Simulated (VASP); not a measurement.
# Al3GaN4 (Pm) in VASP: notebook, part 2 of 2

VASP 6.6.1.

## Step 3: Single point, r2SCAN (the distance across one plane changed)

The input, POSCAR:

```
Al3GaN4
1.0
   -5.0380822009      0.0000000000     -0.0000609628
    0.0000000000     -3.1249488261      0.0000000000
   -0.0066359365      0.0000000000     15.3207859608
Al Ga N
6 2 8
Direct
    0.5000920431      0.5000000000      0.5891640694
    0.4999040106      0.5000000000      0.2360233751
    0.9993948086      0.5000000000      0.1186559573
    0.9995828411      0.5000000000      0.4717966517
    0.9993402897      1.0000000000      0.6472166526
    0.9991522572      1.0000000000      0.2940759582
    0.5005367713      1.0000000000      0.0590820147
    0.5007248038      1.0000000000      0.4122227091
    0.8893245011      1.0000000000      0.0591217600
    0.8895125336      1.0000000000      0.4122624543
    0.8776380923      0.5000000000      0.5891207098
    0.8774500598      0.5000000000      0.2359800154
    0.3746506666      0.5000000000      0.1206967819
    0.3748386991      0.5000000000      0.4738374763
    0.3769297420      1.0000000000      0.6451756002
    0.3767417095      1.0000000000      0.2920349059
```

The input, INCAR.step1:

```
ALGO = Normal
EDIFF = 1E-4
ENCUT = 520
GGA = PE
ISMEAR = 0
LASPH = T
LCHARG = F
LREAL = Auto
LWAVE = T
NBANDS = 56
NELM = 60
PREC = Accurate
SIGMA = 0.05
```

The input, INCAR.step2:

```
ALGO = Normal
EDIFF = 1E-6
ENCUT = 520
ISIF = 2
ISMEAR = 0
ISTART = 1
LASPH = T
LCHARG = T
LELF = T
LMIXTAU = T
LREAL = Auto
LVHAR = T
LWAVE = F
METAGGA = R2SCAN
NBANDS = 56
NELM = 60
PREC = Accurate
SIGMA = 0.05
```

The input, KPOINTS:

```
k-points
0
Gamma
  5 7 2
```

Potentials or basis: VASP PAW PBE potentials, release 64 (Al, Ga_d, N).

Run with:

```console
> cat potpaw_PBE.64/Al/POTCAR potpaw_PBE.64/Ga_d/POTCAR potpaw_PBE.64/N/POTCAR > POTCAR
> cp INCAR.step1 INCAR
> mpirun -np 1 vasp_std > vasp.out
> cp INCAR.step2 INCAR
> mpirun -np 1 vasp_std > vasp.out
```

OUTCAR:

```text
EDIFF = 1E-6
   ENCUT = 520
   ISIF = 2
   ISMEAR = 0
   ISTART = 1
   LASPH = T
   LREAL = Auto
   METAGGA = R2SCAN
   NELM = 60
   PREC = Accurate

 ion  position               nearest neighbor table
   1  0.500  0.500  0.589-  14 1.88  15 1.89  15 1.89  11 1.90   5 3.09   5 3.09   4 3.09   5 3.10
                             5 3.10   4 3.10   8 3.13   8 3.13
   2  0.500  0.500  0.236-  13 1.88  16 1.89  16 1.89  12 1.90   6 3.09   6 3.09   3 3.09   6 3.10
                             6 3.10   3 3.10   8 3.12   8 3.12   7 3.13   7 3.13
   3  0.999  0.500  0.119-  13 1.89   9 1.89   9 1.89  12 1.90   2 3.09   7 3.10   7 3.10   2 3.10
                             7 3.11   7 3.11   6 3.11   6 3.11
   4  1.000  0.500  0.472-  14 1.89  10 1.89  10 1.89  11 1.90   1 3.09   8 3.10   8 3.10   1 3.10
                             8 3.11   8 3.11   5 3.11   5 3.11   6 3.14   6 3.14
   5  0.999  0.000  0.647-  11 1.90  11 1.90  15 1.90   1 3.09   1 3.09   1 3.10   1 3.10   4 3.11
                             4 3.11
   6  0.999  0.000  0.294-  10 1.89  12 1.90  12 1.90  16 1.90   2 3.09   2 3.09   8 3.09   2 3.10
                             2 3.10   3 3.11   3 3.11   8 3.11   4 3.14   4 3.14
   7  0.501  0.000  0.059-  13 1.93  13 1.93   9 1.96   3 3.10   3 3.10   3 3.11   3 3.11   2 3.13
                             2 3.13
[... 238 lines left out ...]
      5     -12.3323      2.00000
      6     -12.1169      2.00000
[... 1357 lines left out ...]
     53      11.0450      0.00000
     54      11.2506      0.00000
 [bands above 54 left out]

------------------------ aborting loop because EDIFF is reached ----------------------------------------

  FORCE on cell =-STRESS in cart. coord.  units (eV):
  Direction    XX          YY          ZZ          XY          YZ          ZX
  --------------------------------------------------------------------------------------
  -------------------------------------------------------------------------------------
  Total       -9.5681076     -0.6227337     -2.9471825      0.0000000      0.0000000      0.1084159
  in kB      -63.5546638     -4.1364115    -19.5762009      0.0000000      0.0000000      0.7201355
  external PRESSURE =     -29.0890920 kB  Pullay stress =       0.0000000 kB

 VOLUME and BASIS-vectors are now :
 -----------------------------------------------------------------------------
  energy-cutoff  :      520.00
  volume of cell :      241.21
      direct lattice vectors                 reciprocal lattice vectors
    -5.038082201  0.000000000 -0.000060963    -0.198488225  0.000000000 -0.000085972
     0.000000000 -3.124948826  0.000000000     0.000000000 -0.320005240  0.000000000
    -0.006635937  0.000000000 15.320785961    -0.000000790  0.000000000  0.065270803

 POSITION                                       TOTAL-FORCE (eV/Angst)
 -----------------------------------------------------------------------------------
     -2.52341     -1.56247      9.02643         1.229036      0.000000      1.797337
     -2.52012     -1.56247      3.61603        -0.462884      0.000000      0.339628
     -5.03582     -1.56247      1.81784         1.146212      0.000000     -1.630088
     -5.03911     -1.56247      7.22823        -0.466268      0.000000     -0.207701
     -5.03905      0.00000      9.91581        -2.091398      0.000000     -2.241455
     -5.03576      0.00000      4.50541         0.129397      0.000000     -0.158773
[... 8 lines left out ...]
     -1.90328      0.00000      9.88457         0.982009      0.000000     -0.318409
     -1.89999      0.00000      4.47418         0.056111      0.000000     -0.404645
 -----------------------------------------------------------------------------------
    total drift:                                0.111645      0.000000     -0.007232

  FREE ENERGIE OF THE ION-ELECTRON SYSTEM (eV)
  ---------------------------------------------------
  free  energy   TOTEN  =      -153.7631372892 eV

  energy  without entropy=     -153.7631372892  energy(sigma->0) =     -153.76313729
```

OUTCAR.step1:

```text
EDIFF = 1E-4
   ENCUT = 520
   GGA = PE
   ISMEAR = 0
[... 1646 lines left out ...]
     -5.03905      0.00000      9.91581        -1.891489      0.000000     -1.877912
     -5.03576      0.00000      4.50541         0.133677      0.000000     -0.176525
[... 8 lines left out ...]
     -1.90328      0.00000      9.88457         0.854984      0.000000     -0.102779
     -1.89999      0.00000      4.47418         0.063060      0.000000     -0.396838
 -----------------------------------------------------------------------------------
    total drift:                                0.003437      0.000000      0.002635

  FREE ENERGIE OF THE ION-ELECTRON SYSTEM (eV)
  ---------------------------------------------------
  free  energy   TOTEN  =      -108.8519978780 eV

  energy  without entropy=     -108.8519978780  energy(sigma->0) =     -108.85199788
```

OSZICAR.step1:

```text
N       E                     dE             d eps       ncg     rms          rms(c)
DAV:   1     0.835270290808E+03    0.83527E+03   -0.36009E+04  3056   0.171E+03
DAV:   2     0.368782948715E+02   -0.79839E+03   -0.74237E+03  3184   0.517E+02
DAV:   3    -0.118217928149E+03   -0.15510E+03   -0.15175E+03  3048   0.174E+02
DAV:   4    -0.130697718122E+03   -0.12480E+02   -0.12395E+02  3848   0.564E+01
DAV:   5    -0.130963381507E+03   -0.26566E+00   -0.26486E+00  3464   0.798E+00    0.246E+01
DAV:   6    -0.109042623906E+03    0.21921E+02   -0.80685E+01  4424   0.599E+01    0.814E+00
DAV:   7    -0.109119841692E+03   -0.77218E-01   -0.74662E+00  3208   0.130E+01    0.590E+00
DAV:   8    -0.108885646741E+03    0.23419E+00   -0.12792E+00  3832   0.877E+00    0.152E+00
DAV:   9    -0.108840983709E+03    0.44663E-01   -0.28367E-01  4112   0.586E+00    0.692E-01
DAV:  10    -0.108844516416E+03   -0.35327E-02   -0.49577E-02  3704   0.181E+00    0.375E-01
DAV:  11    -0.108847390256E+03   -0.28738E-02   -0.16850E-02  3192   0.892E-01    0.162E-01
DAV:  12    -0.108849611149E+03   -0.22209E-02   -0.43682E-03  3296   0.510E-01    0.780E-02
DAV:  13    -0.108850983395E+03   -0.13722E-02   -0.14027E-03  3248   0.292E-01    0.540E-02
DAV:  14    -0.108851852805E+03   -0.86941E-03   -0.89958E-04  2888   0.144E-01    0.262E-02
DAV:  15    -0.108851980907E+03   -0.12810E-03   -0.22728E-04  2168   0.721E-02    0.182E-02
DAV:  16    -0.108851997878E+03   -0.16971E-04   -0.54737E-05  2144   0.480E-02
   1 F= -.10885200E+03 E0= -.10885200E+03  d E =-.587973E-14
```

It took 46 min on 1 thread of Oxide Virtual Turin-like, shared host; peak memory 0.44 GiB.

Results:

- Free energy: -153.7631 eV
- Pressure: -2.9 GPa
- Largest force: 3.066 eV/Å
- Band gap on the k mesh: 1.39 eV (least direct gap 1.50 eV)

Forces in eV/Å, atoms in the order of the input:
```
Al   1.229  0.000  1.797
Al  -0.463  0.000  0.340
Al   1.146  0.000 -1.630
Al  -0.466  0.000 -0.208
Al  -2.091  0.000 -2.241
Al   0.129  0.000 -0.159
Ga  -2.123  0.000  1.493
Ga   0.133  0.000  0.175
N    0.908  0.000  0.649
N   -0.052  0.000  0.269
N    0.307  0.000  1.260
N   -0.085  0.000  0.546
N    0.479  0.000 -1.067
N   -0.090  0.000 -0.501
N    0.982  0.000 -0.318
N    0.056  0.000 -0.405
```

Levels at points of the mesh, in eV from the valence-band top:
```csv
k point,band 40,band 41,band 42,band 43,band 44,band 45
"(0.00, 0.00, 0.00)",-0.22,-0.14,-0.11,1.39,1.88,4.53
"(0.00, 0.00, 0.50)",-0.21,-0.14,-0.11,1.50,1.77,4.62
```

Caveat: the cell differs from its parent crystal (the distance across one plane changed); the stress differs along the axes, from -6 to -0 GPa; the PAW data sets were made with another functional, which shifts forces and pressure a little. A k mesh can miss the band edges.
